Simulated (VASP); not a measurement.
Write the native input for VASP 6.6.1 that does the following.

- Task: single point
- Functional: PBE
- Potentials or basis: VASP PAW PBE potentials, release 64 (K_sv, Ge_d)
- Cutoff: 520 eV
- k mesh: 6 × 6 × 6
- Occupations: gaussian, width 0.1 eV
- Spin: no spin polarisation
- Dipole correction: no
- Further INCAR settings: ALGO = Normal; EDIFF = 1e-06; NBANDS = 34

The structure of KGe3 lies in POSCAR:

```
KGe3
1.0
   -2.2124027801      2.2124027801      5.4418972271
    2.2124027801     -2.2124027801      5.4418972271
    2.2124027801      2.2124027801     -5.4418972271
K Ge
1 3
Direct
    0.0000000000      0.0000000000      0.0000000000
    0.3808935484      0.3808935484      0.0000000000
    0.7500000000      0.2500000000      0.5000000000
    0.6191064516      0.6191064516      0.0000000000
```

The cell was generated, and may not be a known phase.

The input as run:

INCAR

```
PREC = Accurate ; ENCUT = 520
EDIFF = 1E-6 ; ISMEAR = 0
SIGMA = 0.1 ; LREAL = False
LASPH = True ; NELM = 60
ALGO = Normal ; ISIF = 2
LWAVE = False ; LCHARG = True
GGA = PE ; LELF = True
LVHAR = True ; NBANDS = 34
```

KPOINTS

```
regular mesh
0
Gamma
  6 6 6
```

Potentials or basis: VASP PAW PBE potentials, release 64 (K_sv, Ge_d).

Launch:

```sh
$ cat potpaw_PBE.64/K_sv/POTCAR potpaw_PBE.64/Ge_d/POTCAR > POTCAR
$ mpirun -np 1 vasp_std > vasp.out
```

It gave:

The pressure is 0.0 GPa and the largest force is 0.019 eV/Å. The band gap on the k mesh is zero (an odd number of electrons rules out a gap without spin polarisation).

Wall time 100 s on 1 thread of Intel(R) Xeon(R) Platinum 8488C (Sapphire Rapids), with other jobs on the host, peak memory 0.35 GiB.
